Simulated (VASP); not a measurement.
Set up this calculation in VASP 6.6.1, as the native input.

- Task: single point
- Functional: r2SCAN
- Potentials or basis: VASP PAW PBE potentials, release 64 (Al, Cu)
- Cutoff: 520 eV
- k mesh: 8 × 8 × 8
- Occupations: gaussian, width 0.15 eV
- Spin: no spin polarisation
- Dipole correction: no
- Further INCAR settings: ALGO = Normal; EDIFF = 1e-06; NBANDS = 46

The system is Al2Cu.

```xyz
12
Lattice="0.0000 0.0000 5.7340 -4.0547 4.0547 0.0000 -4.0547 -4.0547 0.0000" Properties=species:S:1:pos:R:3 pbc="T T T"
Al   -4.0547    2.0274    1.4335
Al   -2.0274    0.0000    4.3005
Al   -4.0547   -2.0274    1.4335
Al   -6.0821    0.0000    4.3005
Al   -2.0274    0.0000    1.4335
Al   -4.0547    2.0274    4.3005
Al   -6.0821    0.0000    1.4335
Al   -4.0547   -2.0274    4.3005
Cu   -2.0274    2.0274    0.0000
Cu    0.0000    0.0000    2.8670
Cu   -2.0274   -2.0274    0.0000
Cu   -4.0547    0.0000    2.8670
```

These files were run (other wordings do the same):

POSCAR

```
Al2Cu
1.0
    0.0000000000      0.0000000000      5.7339750267
   -4.0547150336      4.0547150336      0.0000000000
   -4.0547150336     -4.0547150336      0.0000000000
Al Cu
8 4
Direct
    0.2500000000      0.7500000000      0.2500000000
    0.7500000000      0.2500000000      0.2500000000
    0.2500000000      0.2500000000      0.7500000000
    0.7500000000      0.7500000000      0.7500000000
    0.2500000000      0.2500000000      0.2500000000
    0.7500000000      0.7500000000      0.2500000000
    0.2500000000      0.7500000000      0.7500000000
    0.7500000000      0.2500000000      0.7500000000
    0.0000000000      0.5000000000      0.0000000000
    0.5000000000      0.0000000000      0.0000000000
    0.0000000000      0.0000000000      0.5000000000
    0.5000000000      0.5000000000      0.5000000000
```

INCAR.step1

```
SYSTEM = Al2Cu
PREC     = Accurate       ! precision mode
ENCUT    = 520            ! plane-wave cutoff, eV
ISMEAR   = 0              ! smearing method
SIGMA    = 0.15           ! smearing width, eV
LREAL    = .FALSE.        ! projectors in reciprocal space
LASPH    = .TRUE.         ! aspherical terms in the spheres
NELM     = 60             ! most SCF steps
NBANDS   = 46             ! bands
GGA      = PE             ! functional
ALGO     = Normal         ! electronic algorithm
EDIFF    = 1E-4           ! SCF threshold, eV
LWAVE    = .TRUE.         ! write WAVECAR
LCHARG   = .FALSE.        ! write CHGCAR
```

INCAR.step2

```
SYSTEM = Al2Cu
PREC     = Accurate       ! precision mode
ENCUT    = 520            ! plane-wave cutoff, eV
EDIFF    = 1E-6           ! SCF threshold, eV
ISMEAR   = 0              ! smearing method
SIGMA    = 0.15           ! smearing width, eV
LREAL    = .FALSE.        ! projectors in reciprocal space
LASPH    = .TRUE.         ! aspherical terms in the spheres
NELM     = 60             ! most SCF steps
ALGO     = Normal         ! electronic algorithm
ISIF     = 2              ! what is computed and relaxed
LWAVE    = .FALSE.        ! write WAVECAR
LCHARG   = .FALSE.        ! write CHGCAR
METAGGA  = R2SCAN         ! meta-GGA
LMIXTAU  = .TRUE.       
NBANDS   = 46             ! bands
ISTART   = 1
```

KPOINTS

```
regular mesh
0
G
  8 8 8
  0 0 0
```

Potentials or basis: VASP PAW PBE potentials, release 64 (Al, Cu).

Command:

```bash
$ cat potpaw_PBE.64/Al/POTCAR potpaw_PBE.64/Cu/POTCAR > POTCAR
$ cp INCAR.step1 INCAR
$ mpirun -np 1 vasp_std > vasp.out
$ cp INCAR.step2 INCAR
$ mpirun -np 1 vasp_std > vasp.out
```

It gave:

| Quantity | Value |
| --- | --- |
| Pressure | -0.1 GPa |
| Band gap on the k mesh | zero (bands 34 and 35 overlap by 1.92 eV) |

Caveat: the PAW data sets were made with another functional, which shifts forces and pressure a little.

Wall time 94 min on 1 thread of Oxide Virtual Turin-like Processor (shared host), peak memory 0.65 GiB.
